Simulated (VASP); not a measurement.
# WS2 in VASP: a series of runs, part 2 of 2

VASP 6.6.1. The steps go on from the part before.

### 3 Single point, PBEsol+D3(BJ) (atoms displaced along a vibrational mode)

The input, INCAR:

```
SYSTEM = WS2
PREC     = Accurate       ! precision mode
ENCUT    = 520            ! plane-wave cutoff, eV
EDIFF    = 1E-7           ! SCF threshold, eV
ISMEAR   = 0              ! smearing method
SIGMA    = 0.05           ! smearing width, eV
LREAL    = .FALSE.        ! projectors in reciprocal space
LASPH    = .TRUE.         ! aspherical terms in the spheres
NELM     = 80             ! most SCF steps
ALGO     = Normal         ! electronic algorithm
ISIF     = 2              ! what is computed and relaxed
LWAVE    = .FALSE.        ! write WAVECAR
LCHARG   = .FALSE.        ! write CHGCAR
GGA      = PS             ! functional
IVDW     = 12             ! dispersion correction
NBANDS   = 20             ! bands
```

The input, KPOINTS:

```
regular mesh
0
G
  12 12 2
  0 0 0
```

The input, POSCAR:

```
WS2
1.0
    3.1239380587      0.0000000000      0.0000000000
   -1.5619690294      2.7054097187      0.0000000000
    0.0000000000      0.0000000000     16.9375357456
W S
1 2
Direct
    0.3333333333      0.6666666667      0.0016144304
    0.6666666667      0.3333333333      0.9025223990
    0.6666666667      0.3333333333      0.0882200560
```

Potentials or basis: VASP PAW PBE potentials, release 64 (W_sv, S).

Run with:

```console
> cat potpaw_PBE.64/W_sv/POTCAR potpaw_PBE.64/S/POTCAR > POTCAR
> mpirun -np 1 vasp_std > vasp.out
```

OUTCAR:

```text
SYSTEM = WS2
   PREC = Accurate
   ENCUT = 520
   EDIFF = 1E-7
   ISMEAR = 0
   LREAL = .FALSE.
   LASPH = .TRUE.
   NELM = 80
   ISIF = 2
   GGA = PS
   IVDW = 12
 IVDW          = 12

 ion  position               nearest neighbor table
   1  0.333  0.667  0.002-   3 2.32   3 2.32   3 2.32   2 2.46   2 2.46   2 2.46
   2  0.667  0.333  0.903-   1 2.46   1 2.46   1 2.46
   3  0.667  0.333  0.088-   1 2.32   1 2.32   1 2.32

  LATTYP: Found a hexagonal cell.
 ALAT       =     3.1239380587
 C/A-ratio  =     5.4218538996

  Lattice vectors:

 A1 = (   3.1239380587,   0.0000000000,   0.0000000000)
 A2 = (  -1.5619690294,   2.7054097187,   0.0000000000)
 A3 = (   0.0000000000,   0.0000000000,  16.9375357456)

Analysis of symmetry for initial positions (statically):
=====================================================================
 Subroutine PRICEL returns:
 Original cell was already a primitive cell.

 Routine SETGRP: Setting up the symmetry group for a
 hexagonal supercell.

 Subroutine GETGRP returns: Found  6 space group operations
 (whereof  6 operations were pure point group operations)
 out of a pool of 24 trial point group operations.

The static configuration has the point symmetry C_3v.

Analysis of symmetry for dynamics (positions and initial velocities):
=====================================================================
 Subroutine PRICEL returns:
 Original cell was already a primitive cell.

 Routine SETGRP: Setting up the symmetry group for a
 hexagonal supercell.

 Subroutine GETGRP returns: Found  6 space group operations
 (whereof  6 operations were pure point group operations)
 out of a pool of 24 trial point group operations.

The dynamic configuration has the point symmetry C_3v.

 Subroutine INISYM returns: Found  6 space group operations
 (whereof  6 operations are pure point group operations),
 and found     1 'primitive' translations

----------------------------------------------------------------------------------------

                                     Primitive cell

  volume of cell :     143.1481

  direct lattice vectors                    reciprocal lattice vectors
     3.123938059  0.000000000  0.000000000     0.320108780  0.184814890  0.000000000
    -1.561969029  2.705409719  0.000000000     0.000000000  0.369629780  0.000000000
     0.000000000  0.000000000 16.937535746     0.000000000  0.000000000  0.059040466

  length of vectors
     3.123938059  3.123938059 16.937535746     0.369629780  0.369629780  0.059040466

  position of ions in fractional coordinates (direct lattice)
     0.333333333  0.666666667  0.001614430
     0.666666667  0.333333333  0.902522399
     0.666666667  0.333333333  0.088220056

  ion indices of the primitive-cell ions
   primitive index   ion index
                 1           1
                 2           2
                 3           3

----------------------------------------------------------------------------------------

 KPOINTS: regular mesh

Automatic generation of k-mesh.
 Grid dimensions read from file:
 generate k-points for:   12   12    2

 Generating k-lattice:

  Cartesian coordinates                     Fractional coordinates (reciprocal lattice)
     0.026675732  0.015401241  0.000000000     0.083333333  0.000000000  0.000000000
     0.000000000  0.030802482  0.000000000     0.000000000  0.083333333  0.000000000
     0.000000000  0.000000000  0.029520233     0.000000000  0.000000000  0.500000000

  Length of vectors
     0.030802482  0.030802482  0.029520233

  Shift w.r.t. Gamma in fractional coordinates (k-lattice)
     0.000000000  0.000000000  0.000000000

 Subroutine IBZKPT returns following result:
 ===========================================

 Found     38 irreducible k-points:

 Following reciprocal coordinates:
            Coordinates               Weight
  0.000000  0.000000  0.000000      1.000000
  0.083333 -0.000000  0.000000      6.000000
  0.166667  0.000000  0.000000      6.000000
  0.250000 -0.000000  0.000000      6.000000
  0.333333 -0.000000  0.000000      6.000000
  0.416667 -0.000000  0.000000      6.000000
[... 16 lines left out ...]
  0.250000 -0.000000  0.500000      6.000000
  0.333333 -0.000000  0.500000      6.000000
 [... further k-points ...]
   k-points           NKPTS =     38   k-points in BZ     NKDIM =     38   number of bands    NBANDS=     20
   number of dos      NEDOS =    301   number of ions     NIONS =      3
   total plane-waves  NPLWV =  72576
   dimension x,y,z NGX =    24 NGY =   24 NGZ =  126
   dimension x,y,z NGXF=    48 NGYF=   48 NGZF=  252
   ions per type =               1   2
   NGX,Y,Z   is equivalent  to a cutoff of  12.77, 12.77, 12.37 a.u.
   NGXF,Y,Z  is equivalent  to a cutoff of  25.54, 25.54, 24.73 a.u.
 SYSTEM =  WS2
   PREC   = accura    normal or accurate (medium, high low for compatibility)
   ISTART =      0    job   : 0-new  1-cont  2-samecut
   ICHARG =      2    charge: 1-file 2-atom 10-const
   ISPIN  =      1    spin polarized calculation?
   LNONCOLLINEAR =      F non collinear calculations
   LSORBIT =      F    spin-orbit coupling
   LASPH  =      T    aspherical Exc in radial PAW
   ENCUT  =  520.0 eV  38.22 Ry    6.18 a.u.   5.81  5.81 31.49*2*pi/ulx,y,z
   NELM   =     80;   NELMIN=  2; NELMDL= -5     # of ELM steps
   EDIFF  = 0.1E-06   stopping-criterion for ELM
   LREAL  =      F    real-space projection
   EDIFFG = 0.1E-05   stopping-criterion for IOM
   NSW    =      0    number of steps for IOM
   IBRION =     -1    ionic relax: 0-MD 1-quasi-New 2-CG
   NFREE  =      0    steps in history (QN), initial steepest desc. (CG)
   ISIF   =      2    stress and relaxation
   ISYM   =      2    0-nonsym 1-usesym 2-fastsym
   POTIM  = 0.5000    time-step for ionic-motion
   TEBEG  =    0.0;   TEEND  =   0.0 temperature during run
   PSTRESS=    0.0 pullay stress
   NELECT =      26.0000    total number of electrons
   NUPDOWN=      -1.0000    fix difference up-down
   EMIN   =  10.00;   EMAX   =-10.00  energy-range for DOS
   EFERMI =   0.00;   METHOD = LEGACY
   ISMEAR =     0;   SIGMA  =   0.05  broadening in eV -4-tet -1-fermi 0-gaus
   EFERMI_NEDOS =   21; number of points for ismear=-14 and -15
   IALGO  =     38    algorithm
   IMIX   =      4    mixing-type and parameters
     AMIX     =   0.40;   BMIX     =  1.00
     AMIX_MAG =   1.60;   BMIX_MAG =  1.00
  volume/ion in A,a.u.               =      47.72       322.00
  Fermi-wavevector in a.u.,A,eV,Ry     =   0.927123  1.752009 11.694985  0.859557
  Thomas-Fermi vector in A             =   2.053159
   LORBIT       =      0    0 simple, 1 ext, 2 COOP (PROOUT), +10 PAW based schemes
   GGA     = PS    functional components
   LHFCALC =     F    Hartree Fock is set to
   AEXX    =    0.0000 exact exchange contribution
   IVDW    =    12    specifies the selected vdW correction
   LEPSILON=     F    determine dielectric tensor
   LRPA    =     F    only Hartree local field effects (RPA)
 non-spin polarized calculation
 Gauss-broadening in eV      SIGMA  =   0.05
  energy-cutoff  :      520.00
  volume of cell :      143.15
 maximum number of plane-waves:      3892
 NGX is ok and might be reduce to    24
   NGX = 11   NGY = 11   NGZ = 63

 number of electron      25.9999998 magnetization

 Free energy of the ion-electron system (eV)
  ---------------------------------------------------
  ext. energy  EPLUGINS =         0.00000000
  ---------------------------------------------------
  free energy    TOTEN  =       -25.05259793 eV

  energy without entropy =      -25.05259793  energy(sigma->0) =      -25.05259793

 E-fermi :  -0.8310     XC(G=0):  -4.6362

 val. band max:       -1.1196308809   @ k =   0.0000   0.0000   0.0000
 cond. band min:       0.7919826518   @ k =   0.1667   0.1667   0.0000
 fundamental gap:      1.9116135328
 Fermi energy:        -0.8310360825

 k-point     1 :       0.0000    0.0000    0.0000
  band No.  band energies     occupation
      1     -74.9431      2.00000
      2     -39.2471      2.00000
      3     -39.0280      2.00000
      4     -39.0280      2.00000
      5     -16.0610      2.00000
      6     -14.3259      2.00000
[... 12 lines left out ...]
     19       4.4551      0.00000
[... 513 lines left out ...]
      4     -39.1007      2.00000
      5     -14.4980      2.00000
      6     -13.6804      2.00000
[... 12 lines left out ...]
     19       6.1712      0.00000
     20       6.4360      0.00000

 [... further k-points ...]

------------------------ aborting loop because EDIFF is reached ----------------------------------------

 Edisp (eV)   -0.75924

 E8    (eV) :    -0.5103

  FORCE on cell =-STRESS in cart. coord.  units (eV):
  Direction    XX          YY          ZZ          XY          YZ          ZX
  --------------------------------------------------------------------------------------
  -------------------------------------------------------------------------------------
  Total       0.46606     0.46606     0.29464    -0.00000     0.00000    -0.00000
  in kB       5.21641     5.21641     3.29778    -0.00000     0.00000    -0.00000
  external pressure =        4.58 kB  Pullay stress =        0.00 kB

 VOLUME and BASIS-vectors are now :
 -----------------------------------------------------------------------------
  energy-cutoff  :      520.00
  volume of cell :      143.15
      direct lattice vectors                 reciprocal lattice vectors
     3.123938059  0.000000000  0.000000000     0.320108780  0.184814890  0.000000000
    -1.561969029  2.705409719  0.000000000     0.000000000  0.369629780  0.000000000
     0.000000000  0.000000000 16.937535746     0.000000000  0.000000000  0.059040466

 POSITION                                       TOTAL-FORCE (eV/Angst)
 -----------------------------------------------------------------------------------
     -0.00000      1.80361      0.02734         0.000000      0.000000     -3.601190
      1.56197      0.90180     15.28651        -0.000000      0.000000      1.572261
      1.56197      0.90180      1.49423         0.000000      0.000000      2.028929
 -----------------------------------------------------------------------------------
    total drift:                                0.000000     -0.000000      0.000234

  FREE ENERGIE OF THE ION-ELECTRON SYSTEM (eV)
  ---------------------------------------------------
  free  energy   TOTEN  =       -25.8118361651 eV

  energy  without entropy=      -25.8118361651  energy(sigma->0) =      -25.81183617
```

It took 3.5 min on 1 thread of Intel Xeon 8259CL, shared host; peak memory 0.31 GiB.

What came out:

```yaml
Free_energy: -25.8118 eV
Largest_force: 3.601 eV/Å
Band_gap_on_the_k_mesh: 1.91 eV (least direct gap 2.04 eV)
Dispersion_energy_per_atom: -0.253 eV
```

Forces in eV/Å, atoms in the order of the input:
```
W    0.000  0.000 -3.601
S    0.000  0.000  1.572
S    0.000  0.000  2.029
```

Caveat: the cell differs from its parent crystal (atoms displaced along a vibrational mode); the PAW data sets were made with another functional, which shifts forces and pressure a little; spin-orbit coupling is left out, which moves the levels of the heavy elements.

### 4 Single point, PBEsol+D3(BJ) (atoms displaced along a vibrational mode)

The input, INCAR:

```
SYSTEM = WS2
  ALGO = Normal
  EDIFF = 1E-6
  ENCUT = 520
  GGA = PS
  ISIF = 2
  ISMEAR = 0
  IVDW = 12
  LASPH = .TRUE.
  LCHARG = .FALSE.
  LREAL = .FALSE.
  LWAVE = .FALSE.
  NBANDS = 20
  NELM = 60
  PREC = Accurate
  SIGMA = 0.05
```

The input, KPOINTS:

```
k-points
0
G
  12 12 2
  0 0 0
```

The input, POSCAR:

```
WS2
1.0
    3.1239380587      0.0000000000      0.0000000000
   -1.5619690294      2.7054097187      0.0000000000
    0.0000000000      0.0000000000     16.9375357456
W S
1 2
Direct
    0.3333333333      0.6666666667      0.0008072152
    0.6666666667      0.3333333333      0.9048367852
    0.6666666667      0.3333333333      0.0905344422
```

Run with:

```console
> cat potpaw_PBE.64/W_sv/POTCAR potpaw_PBE.64/S/POTCAR > POTCAR
> mpirun -np 1 vasp_std > vasp.out
```

It took 2.8 min on 1 thread of Intel Xeon 8259CL, shared host; peak memory 0.31 GiB.

It converged, with:

```
Free energy                : -25.9550 eV
Largest force              : 1.809 eV/Å
Band gap on the k mesh     : 1.97 eV (least direct gap 2.04 eV)
Dispersion energy per atom : -0.253 eV
```

Forces on the atoms (eV/Å):
```
W    0.000  0.000 -1.809
S    0.000  0.000  0.834
S    0.000  0.000  0.975
```

Levels at points of the mesh, in eV from the valence-band top:
| k point | band 11 | band 12 | band 13 | band 14 | band 15 | band 16 |
| --- | --- | --- | --- | --- | --- | --- |
| (0.00, 0.00, 0.00) | -1.46 | -1.46 | -0.16 | 2.94 | 2.94 | 3.35 |
| (0.50, 0.00, 0.00) | -2.24 | -1.10 | -0.96 | 3.12 | 3.47 | 4.11 |
| (0.00, 0.00, 0.50) | -1.46 | -1.46 | -0.16 | 2.94 | 2.94 | 3.35 |
| (0.50, 0.00, 0.50) | -2.24 | -1.10 | -0.96 | 3.12 | 3.47 | 4.11 |

Caveat: the cell differs from its parent crystal (atoms displaced along a vibrational mode); the PAW data sets were made with another functional, which shifts forces and pressure a little; spin-orbit coupling is left out, which moves the levels of the heavy elements.

### 5 Single point, PBEsol+D3(BJ) (atoms displaced along a vibrational mode)

The input, INCAR:

```
SYSTEM = WS2
ALGO     = Normal         ! electronic algorithm
EDIFF    = 1E-6           ! SCF threshold, eV
ENCUT    = 520            ! plane-wave cutoff, eV
GGA      = PS             ! functional
ISIF     = 2              ! what is computed and relaxed
ISMEAR   = 0              ! smearing method
IVDW     = 12             ! dispersion correction
LASPH    = .True.         ! aspherical terms in the spheres
LCHARG   = .True.         ! write CHGCAR
LELF     = .True.         ! ELF
LREAL    = .False.        ! projectors in reciprocal space
LVHAR    = .True.       
LWAVE    = .False.        ! write WAVECAR
NBANDS   = 20             ! bands
NELM     = 80             ! most SCF steps
PREC     = Accurate       ! precision mode
SIGMA    = 0.05           ! smearing width, eV
```

The input, KPOINTS:

```
k-points
0
Gamma
  12 12 2
  0 0 0
```

The input, POSCAR:

```
WS2
1.0
    3.1239380587      0.0000000000      0.0000000000
   -1.5619690294      2.7054097187      0.0000000000
    0.0000000000      0.0000000000     16.9375357456
W S
1 2
Direct
    0.3333333333      0.6666666667      0.0000000000
    0.6423383994      0.3333333333      0.9071511715
    0.6909949339      0.3333333333      0.0928488285
```

Run with:

```console
> cat potpaw_PBE.64/W_sv/POTCAR potpaw_PBE.64/S/POTCAR > POTCAR
> mpirun -np 1 vasp_std > vasp.out
```

Run time: 6.4 min. Hardware: 1 thread of Intel Xeon 8259CL, shared host; peak memory 0.41 GiB.

Results (log left out):

| Quantity | Value |
| --- | --- |
| Free energy | -25.9424 eV |
| Largest force | 0.802 eV/Å |
| Band gap on the k mesh | 1.96 eV (least direct gap 2.03 eV) |
| Dispersion energy per atom | -0.253 eV |

Forces in eV/Å, atoms in the order of the input:
```
W    0.000  0.100  0.000
S    0.795 -0.050 -0.096
S   -0.795 -0.050  0.096
```

Levels at points of the mesh, in eV from the valence-band top:
```csv
k point,band 11,band 12,band 13,band 14,band 15,band 16
"(0.00, 0.00, 0.00)",-1.56,-1.53,-0.21,2.91,2.92,3.29
"(0.50, 0.00, 0.00)",-2.30,-1.14,-0.97,3.09,3.46,4.07
"(0.00, 0.50, 0.00)",-2.28,-1.13,-0.98,3.08,3.44,4.09
"(0.00, 0.00, 0.50)",-1.56,-1.53,-0.21,2.91,2.92,3.29
"(0.50, 0.00, 0.50)",-2.30,-1.14,-0.97,3.09,3.46,4.07
"(0.00, 0.50, 0.50)",-2.28,-1.13,-0.98,3.08,3.44,4.09
```

Caveat: the cell differs from its parent crystal (atoms displaced along a vibrational mode); the PAW data sets were made with another functional, which shifts forces and pressure a little; spin-orbit coupling is left out, which moves the levels of the heavy elements.

### 6 Single point, PBEsol+D3(BJ) (atoms displaced along a vibrational mode)

The input, INCAR:

```
ALGO = Normal
EDIFF = 1E-6
ENCUT = 520
GGA = PS
ISIF = 2
ISMEAR = 0
IVDW = 12
LASPH = True
LCHARG = False
LREAL = False
LWAVE = False
NBANDS = 20
NELM = 80
PREC = Accurate
SIGMA = 0.05
```

The input, KPOINTS:

```
k-points
0
Gamma
  12 12 2
```

The input, POSCAR:

```
WS2
1.0
    3.1239380587      0.0000000000      0.0000000000
   -1.5619690294      2.7054097187      0.0000000000
    0.0000000000      0.0000000000     16.9375357456
W S
1 2
Direct
    0.3333333333      0.6666666667      0.0000000000
    0.6520697063      0.3333333333      0.9071511715
    0.6812636270      0.3333333333      0.0928488285
```

Potentials or basis: VASP PAW PBE potentials, release 64 (W_sv, S).

Run with:

```console
> cat potpaw_PBE.64/W_sv/POTCAR potpaw_PBE.64/S/POTCAR > POTCAR
> mpirun -np 1 vasp_std > vasp.out
```

It took 6.6 min on 1 thread of Intel Xeon 8259CL, shared host; peak memory 0.41 GiB.

Results (log left out):

| Item | Value |
| --- | --- |
| Free energy | -25.9811 eV |
| Largest force | 0.480 eV/Å |
| Band gap on the k mesh | 1.98 eV (least direct gap 2.04 eV) |
| Dispersion energy per atom | -0.253 eV |

Forces in eV/Å, atoms in the order of the input:
```
W    0.000  0.036  0.000
S    0.478 -0.018 -0.046
S   -0.478 -0.018  0.046
```

Levels at points of the mesh, in eV from the valence-band top:
```csv
k point,band 9,band 10,band 11,band 12,band 13,band 14,band 15,band 16,band 17,band 18
"(0.00, 0.00, 0.00)",-2.82,-2.26,-1.53,-1.52,-0.22,2.98,2.99,3.24,3.25,5.11
"(0.50, 0.00, 0.00)",-4.58,-3.44,-2.27,-1.13,-0.98,3.10,3.47,4.09,4.88,5.26
"(0.00, 0.50, 0.00)",-4.58,-3.43,-2.27,-1.13,-0.99,3.10,3.47,4.09,4.85,5.28
"(0.00, 0.00, 0.50)",-2.82,-2.26,-1.53,-1.52,-0.22,2.98,2.99,3.24,3.25,5.21
"(0.50, 0.00, 0.50)",-4.58,-3.44,-2.27,-1.13,-0.98,3.10,3.47,4.09,4.88,5.26
"(0.00, 0.50, 0.50)",-4.58,-3.43,-2.27,-1.13,-0.99,3.10,3.47,4.09,4.85,5.28
```

Caveat: the cell differs from its parent crystal (atoms displaced along a vibrational mode); the PAW data sets were made with another functional, which shifts forces and pressure a little; spin-orbit coupling is left out, which moves the levels of the heavy elements.

### 7 Summary

| cell | gap on the mesh (eV) | largest force (eV/Å) |
| --- | --- | --- |
| as given, atomic positions A | 1.95 | 2.71 |
| as given, atomic positions B | 1.91 | 3.60 |
| as given, atomic positions C | 1.97 | 1.81 |
| as given, atomic positions D | 1.96 | 0.80 |
| as given, atomic positions E | 1.98 | 0.48 |

Alike in all rows: task single point; level PBEsol+D3(BJ); potentials or basis VASP PAW PBE potentials, release 64 (W_sv, S); no spin polarisation; k mesh 12 × 12 × 2; cutoff (eV) 520; smearing gaussian 0.05 eV.

Caveats: the PAW data sets were made with another functional, which shifts forces and pressure a little; spin-orbit coupling is left out, which moves the levels of the heavy elements.

Total energies depend on the potentials used, so only differences within one code and one set of settings carry meaning.
